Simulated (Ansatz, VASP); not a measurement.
## C: VASP beside Ansatz

```
C
1.0
     0.00000    1.78932    1.78932
     1.78932    0.00000    1.78932
     1.78932    1.78932    0.00000
C
2
Direct
  0.50000 0.50000 0.50000
  0.75000 0.75000 0.75000
```

Change from the starting cell: volume scaled by 1.01, crystal datasets.

Alike in both runs: task electric field gradients; functional PBE; k mesh 20 × 20 × 20; occupations fermi-dirac, width 0.08 eV; no spin polarisation.

```csv
,VASP,Ansatz
version,VASP 6.6.1,Ansatz 0.2.0
potentials or method,"VASP PAW PBE potentials, release 64 (C), cutoff 520 eV","all-electron PAW with datasets made for the crystal, scalar-relativistic"
```

Ansatz gave:

```
gap on the k mesh at the Fermi level (eV) : 4.12
pressure (GPa)                            : -2.6
```

**Question.** What did VASP give for the same quantities?

**Answer.** gap on the k mesh at the Fermi level (eV): 4.11; pressure (GPa): -1.9.

Ansatz ran all-electron here, and VASP with PAW potentials.
